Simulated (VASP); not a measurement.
Crystal: Mg3CdS2.

```xyz
12
Lattice="3.7000 0.0000 0.0000 -1.8500 3.2043 0.0000 0.0000 0.0000 20.0000" Properties=species:S:1:pos:R:3 pbc="T T T"
Mg    1.8500    1.0681   17.1000
Mg    0.0000    0.0000    0.0000
Mg    0.0000    2.1362    2.9000
Mg    0.0000    0.0000   10.0000
Mg    0.0000    2.1362    7.1000
Mg    1.8500    1.0681   12.9000
Cd    0.0000    0.0000    5.0000
Cd    0.0000    0.0000   15.0000
S     0.0000    2.1362   18.5500
S     1.8500    1.0681    1.4500
S     0.0000    2.1362   11.4500
S     1.8500    1.0681    8.5500
```

- Program: VASP 6.6.1
- Task: relaxation of cell and atoms
- Functional: PBE
- Potentials or basis: VASP PAW PBE potentials, release 64 (Mg, Cd, S)
- Cutoff: 600 eV
- k mesh: 5 × 5 × 1
- Occupations: gaussian, width 0.2 eV
- Spin: no spin polarisation

At the start: pressure 1.8 GPa; volume 19.76 Å³/atom.

How do energy, volume and symmetry change on relaxing?

Over 9 steps the energy falls by 23.7 meV/atom and the volume is 20.36 Å³/atom (+3.0 %); space group P6_3/mmc (No. 194, to 0.1 Å) before and after.

The path:
| step | energy change (eV) | largest force (eV/Å) | pressure (GPa) | volume (Å³) |
| --- | --- | --- | --- | --- |
| 1 | 0.0000 | 0.0910 | 1.78 | 237.12 |
| 2 | -0.1752 | 0.0889 | -0.25 | 244.66 |
| 3 | -0.1971 | 0.2089 | -1.39 | 249.46 |
| 4 | -0.1981 | 0.1895 | -1.22 | 248.67 |
| 5 | -0.2547 | 0.1801 | -0.47 | 244.75 |
| 6 | -0.2652 | 0.1713 | 0.04 | 242.29 |
| 7 | -0.2727 | 0.1148 | 0.12 | 242.26 |
| 8 | -0.2809 | 0.0854 | 0.33 | 242.20 |
| 9 | -0.2845 | 0.0269 | -0.12 | 244.31 |

Final structure:
```
Mg Cd S
1.0
     3.62756    0.00000    0.00000
    -1.81378    3.14156    0.00000
     0.00000    0.00000   21.43792
Mg Cd S
6 2 4
Direct
  0.66667 0.33333 0.85752
  0.00000 0.00000 0.00000
  0.33333 0.66667 0.14248
  0.00000 0.00000 0.50000
  0.33333 0.66667 0.35752
  0.66667 0.33333 0.64248
  0.00000 0.00000 0.25000
  0.00000 0.00000 0.75000
  0.33333 0.66667 0.92884
  0.66667 0.33333 0.07116
  0.33333 0.66667 0.57116
  0.66667 0.33333 0.42884
```
